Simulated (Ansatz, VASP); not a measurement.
# One calculation of KCl, two programs

Contents of POSCAR:

```
KCl
1.0
   -0.0287597192      3.5072828304      3.5072828304
    3.5072828304     -0.0287597192      3.5072828304
    3.4785231112      3.4785231112      0.0000000000
K Cl
1 1
Direct
   -0.0018571389     -0.0018571389      0.0018571389
    0.2518571389      0.2518571389      0.2481428611
```

INCAR.step1

```
PREC = Accurate ; ENCUT = 520
EDIFF = 1E-5 ; ISMEAR = 0
SIGMA = 0.01 ; LREAL = F
LASPH = T ; NELM = 60
ALGO = Normal ; ISIF = 2
LWAVE = T ; LCHARG = F
NBANDS = 15 ; GGA = PE
```

The input INCAR.step2:

```
PREC = Accurate ; ENCUT = 520
EDIFF = 1E-6 ; ISMEAR = 0
SIGMA = 0.01 ; LREAL = F
LASPH = T ; NELM = 60
ALGO = Normal ; ISIF = 2
LWAVE = F ; LCHARG = F
GGA = PE ; LHFCALC = T
HFSCREEN = 0.2079 ; PRECFOCK = Normal
NBANDS = 15 ; ISTART = 1
```

The input KPOINTS:

```
Automatic mesh
0
Gamma
  4 4 4
```

Input for Ansatz:

```yaml
crystal:
  lattice:
    - [-0.0287597192, 3.5072828304, 3.5072828304]
    - [3.5072828304, -0.0287597192, 3.5072828304]
    - [3.4785231112, 3.4785231112, 0.0]
  atoms:
    - { symbol: K, position: [-0.0018571389, -0.0018571389, 0.0018571389] }
    - { symbol: Cl, position: [0.2518571389, 0.2518571389, 0.2481428611] }
kpoints:
  mp_grid: { grid: [4, 4, 4] }
  band_path:
    path:
      - [0.0, 0.0, 0.0]
      - [-0.5, -0.5, 0.0]
      - [-0.375, -0.375, 0.25]
      - [-0.375, 0.0, 0.375]
      - [0.0, 0.0, 0.5]
      - [-0.5, -0.25, 0.25]
    npoints: 1
hamiltonian:
  xc: hse06
scf:
  occupations: { method: fixed }
  n_extra_bands: 4
output:
  forces: true
  stress: true
  eigenvalues: true
```

Change from the starting cell: shear_xy strain -1.6%.

Alike in both runs: task single point; functional HSE06; k mesh 4 × 4 × 4; no spin polarisation.

```csv
,VASP,Ansatz
version,VASP 6.6.1,Ansatz 0.2.0
potentials or method,"VASP PAW PBE potentials, release 64 (K_sv, Cl)","plane waves, PAW"
plane-wave cutoff (eV),520,420
occupations,"gaussian, width 0.01 eV",fixed
valence electrons in the cell,16,16
```

|  | VASP | Ansatz | Ansatz less VASP |
| --- | --- | --- | --- |
| gap on the k mesh at the Fermi level (eV) | 6.01 | 6.01 | +0.001 |
| pressure (GPa) | 0.2 | 0.1 | -0.02 |
| traceless stress, the component that is largest in VASP (GPa) | 0.05 | 0.05 | 0.000 |

Ansatz's warnings: stress exchange threshold loose, stress scf threshold loose.
